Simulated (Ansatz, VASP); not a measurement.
**One calculation of Sr, two programs**

Contents of POSCAR:

```
Sr
1.0
    4.3746502240      0.0000000000      0.0000000000
   -2.1873251120      3.7885582266      0.0000000000
    0.0000000000      0.0000000000      7.0500000000
Sr
2
Direct
    0.3333333333      0.6666666667      0.2500000000
    0.6666666667      0.3333333333      0.7500000000
```

Contents of INCAR.step1:

```
SYSTEM = Sr
PREC = Accurate
ENCUT = 520
ISMEAR = 0
SIGMA = 0.15
LREAL = .False.
LASPH = .True.
NELM = 60
NBANDS = 17
GGA = PE
ALGO = Normal
EDIFF = 1E-4
LWAVE = .True.
LCHARG = .False.
```

The input INCAR.step2:

```
SYSTEM = Sr
PREC = Accurate
ENCUT = 520
EDIFF = 1E-6
ISMEAR = 0
SIGMA = 0.15
LREAL = .False.
LASPH = .True.
NELM = 60
ALGO = Normal
ISIF = 2
LWAVE = .False.
LCHARG = .False.
METAGGA = R2SCAN
LMIXTAU = .True.
NBANDS = 17
ISTART = 1
```

Contents of KPOINTS:

```
regular mesh
0
Gamma
  12 12 8
  0 0 0
```

Input for Ansatz:

```yaml
crystal:
  lattice:
    - [4.374650224, 0.0, 0.0]
    - [-2.187325112, 3.7885582266, 0.0]
    - [0.0, 0.0, 7.05]
  atoms:
    - { symbol: Sr, position: [0.3333333333, 0.6666666667, 0.25] }
    - { symbol: Sr, position: [0.6666666667, 0.3333333333, 0.75] }
basis:
  ecutwfc: 500
kpoints:
  mp_grid: { grid: [12, 12, 8] }
hamiltonian:
  xc: r2scan
scf:
  occupations: { method: gaussian, width: 0.15 }
output:
  forces: true
  stress: true
  eigenvalues: true
  write_density: true
  write_potential: true
  elf: true
  volumetric_format: npy
```

Change from the starting cell: strain +0.015 along x and y, +0.000 along z, atoms carried along.

Alike in both runs: task single point; functional r2SCAN; k mesh 12 × 12 × 8; occupations gaussian, width 0.15 eV; no spin polarisation.

```csv
,VASP,Ansatz
version,VASP 6.6.1,Ansatz 0.2.0
potentials or method,"VASP PAW PBE potentials, release 64 (Sr_sv), cutoff 520 eV","scalar-relativistic, plane waves, PAW"
valence electrons in the cell,20,20
```

```csv
,VASP,Ansatz,Ansatz less VASP
gap on the k mesh at the Fermi level (eV),none,none,-
pressure (GPa),-0.2,-0.2,-0.02
"traceless stress, the component that is largest in VASP (GPa)",0.30,0.30,-0.003
```

VASP's potentials were made for PBE, not for r2SCAN. A gap of «none» marks a metal or a gap that the smearing closes. The functional is the same, so the differences come from potentials, cutoffs and numerics.
